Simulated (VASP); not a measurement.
MgO (Periclase):

```xyz
2
Lattice="0.0000 2.2048 2.2048 2.2048 0.0000 2.2048 2.2048 2.2048 0.0000" Properties=species:S:1:pos:R:3 pbc="T T T"
Mg    0.0000    0.0000    0.0000
O     2.2048    2.2048    2.2048
```

This cell differs from its parent crystal: strain +4.9%.

Base run:

| Item | Value |
| --- | --- |
| Program | VASP 6.6.1 |
| Functional | r2SCAN |
| Potentials or basis | VASP PAW PBE potentials, release 64 (Mg, O) |
| Cutoff | 520 eV |
| k mesh | 10 × 10 × 10 |
| Occupations | gaussian, width 0.01 eV |
| Spin | no spin polarisation |

Its results: band gap on the k mesh 4.33 eV, direct; pressure -18.8 GPa.

**Question.** The run is repeated on the same cell with these changes: functional from r2SCAN to PBE; occupations from gaussian, width 0.01 eV to fermi-dirac, width 0.02 eV. What comes out?

**Answer.** Band gap on the k mesh 3.50 eV, direct; pressure -13.6 GPa.

Caveats: the PAW data sets were made with another functional, which shifts forces and pressure a little (some runs).

